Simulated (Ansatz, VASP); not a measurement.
MgPb2N2 in VASP and in Ansatz

INCAR

```
SYSTEM = MgPb2N2
PREC = Accurate ; ENCUT = 520
EDIFF = 1E-7 ; ISMEAR = 0
SIGMA = 0.05 ; LREAL = .FALSE.
LASPH = .TRUE. ; NELM = 60
ALGO = Normal ; ISIF = 2
LWAVE = .FALSE. ; LCHARG = .FALSE.
GGA = PS ; NBANDS = 28
```

The input KPOINTS:

```
regular mesh
0
G
  12 12 4
  0 0 0
```

POSCAR

```
MgPb2N2
1.0
    3.5805530882      0.0000000000      0.0000000000
   -1.7902765441      3.1008499340      0.0000000000
    0.0000000000      0.0000000000      8.2866876733
Mg Pb N
1 2 2
Direct
    0.0000000000      0.0000000000      0.0000000000
    0.6666666667      0.3333333333      0.2865500000
    0.3333333333      0.6666666667      0.7134500000
    0.6666666667      0.3333333333      0.8618210000
    0.3333333333      0.6666666667      0.1381790000
```

Input for Ansatz:

```yaml
crystal:
  lattice:
    - [3.5805530882, 0.0, 0.0]
    - [-1.7902765441, 3.100849934, 0.0]
    - [0.0, 0.0, 8.2866876733]
  atoms:
    - { symbol: Mg, position: [0.0, 0.0, 0.0] }
    - { symbol: Pb, position: [0.6666666667, 0.3333333333, 0.28655] }
    - { symbol: Pb, position: [0.3333333333, 0.6666666667, 0.71345] }
    - { symbol: "N", position: [0.6666666667, 0.3333333333, 0.861821] }
    - { symbol: "N", position: [0.3333333333, 0.6666666667, 0.138179] }
basis:
  ecutwfc: 420
kpoints:
  mp_grid: { grid: [12, 12, 4] }
hamiltonian:
  xc: pbesol
scf:
  occupations: { method: gaussian, width: 0.05 }
output:
  forces: true
  stress: true
  eigenvalues: true
```

Alike in both runs: task single point; functional PBEsol; k mesh 12 × 12 × 4; occupations gaussian, width 0.05 eV; no spin polarisation.

|  | VASP | Ansatz |
| --- | --- | --- |
| version | VASP 6.6.1 | Ansatz 0.2.0 |
| potentials or method | VASP PAW PBE potentials, release 64 (Mg, Pb_d, N), cutoff 520 eV | scalar-relativistic, plane waves, PAW |
| valence electrons in the cell | 40 | 48 |

Ansatz gave:

* gap on the k mesh at the Fermi level (eV): none
* pressure (GPa): -3.7
* traceless stress, the component that is largest in VASP (GPa): 9.29
* rms of the force components (eV/Å): 0.310

**Question.** Estimate VASP's values.

**Answer.** gap on the k mesh at the Fermi level (eV): none; pressure (GPa): -3.7; traceless stress, the component that is largest in VASP (GPa): 9.29; rms of the force components (eV/Å): 0.317.

VASP's potentials were made for PBE, not for PBEsol. Atom by atom the forces differ by 0.013 eV/Å (rms over components). A gap of «none» marks a metal or a gap that the smearing closes. VASP's potentials hold 40 valence electrons a cell and Ansatz's 48, so a difference there can come from the potentials and not from the codes.

Spin-orbit coupling is off throughout.
